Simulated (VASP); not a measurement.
A run of VASP 6.6.1:

INCAR

```
PREC     = Accurate       # precision mode
ENCUT    = 520            # plane-wave cutoff, eV
EDIFF    = 1E-6           # SCF threshold, eV
ISMEAR   = 0              # smearing method
SIGMA    = 0.02           # smearing width, eV
LREAL    = F              # projectors in reciprocal space
LASPH    = T              # aspherical terms in the spheres
NELM     = 60             # most SCF steps
ALGO     = Normal         # electronic algorithm
ISIF     = 2              # what is computed and relaxed
LWAVE    = F              # write WAVECAR
LCHARG   = F              # write CHGCAR
GGA      = CA             # functional
NBANDS   = 11             # bands
```

File KPOINTS:

```
Automatic mesh
0
Gamma
  8 8 8
```

POSCAR

```
Si
1.0
    0.0000000000      2.7009711439      2.7009711439
    2.7009711439      0.0000000000      2.7009711439
    2.7009711439      2.7009711439      0.0000000000
Si
2
Direct
    0.7500000000      0.7500000000      0.7500000000
    0.5000000000      0.5000000000      0.5000000000
```

Potentials or basis: VASP PAW LDA potentials, release 64 (Si).

Run with:

```sh
$ cat potpaw_LDA.64/Si/POTCAR > POTCAR
$ mpirun -np 1 vasp_std > vasp.out
```

Hardware: 1 thread of Intel Xeon 6975P-C, on a shared host.

Problem. How long does it take, and how much memory?

Solution. Wall time 3.9 s on 1 thread of Intel Xeon 6975P-C, with other jobs on the host, peak memory 0.13 GiB. Counts: scf iterations 11, k points 29.
